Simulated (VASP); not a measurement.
# SnTe: single point with PBE

Crystal: SnTe.

```xyz
4
Lattice="0.0000 3.8564 3.8564 3.8564 0.0000 3.8564 3.8564 3.8564 0.0000" Properties=species:S:1:pos:R:3 pbc="T T T"
Sn    0.0000    0.0000    0.0000
Sn    1.9282    1.9282    1.9282
Te    3.8564    3.8564    3.8564
Te    5.7847    5.7847    5.7847
```

```yaml
Program: VASP 6.6.1
Task: single point
Functional: PBE
Potentials_or_basis: VASP PAW PBE potentials, release 64 (Sn_d, Te)
Cutoff: 520 eV
k_mesh: 10 × 10 × 10
Occupations: gaussian, width 0.1 eV
Spin: no spin polarisation
Dipole_correction: no
Further_INCAR_settings: ALGO = Normal; EDIFF = 1e-06; NBANDS = 28
```

```yaml
Pressure: -0.1 GPa
Band_gap_on_the_k_mesh: zero (bands 20 and 21 overlap by 1.90 eV)
```

Levels at points of the mesh, in eV from the Fermi level:
```
           k point  band 17  band 18  band 19  band 20  band 21  band 22  band 23  band 24
(0.00, 0.00, 0.00)    -3.19    -2.58    -2.58    -2.58    -0.87    -0.87    -0.87     3.35
(0.50, 0.00, 0.00)    -2.68    -2.68    -1.47    -1.03     1.10     1.10     2.44     2.58
(0.50, 0.50, 0.00)    -0.64    -0.64     0.14     0.14     1.01     1.01     2.36     2.36
```

Run time: 4.2 min on 1 thread of AMD EPYC 7R13, with other jobs on the host, peak memory 0.33 GiB.

Caveat: spin-orbit coupling is left out, which moves the levels of the heavy elements.
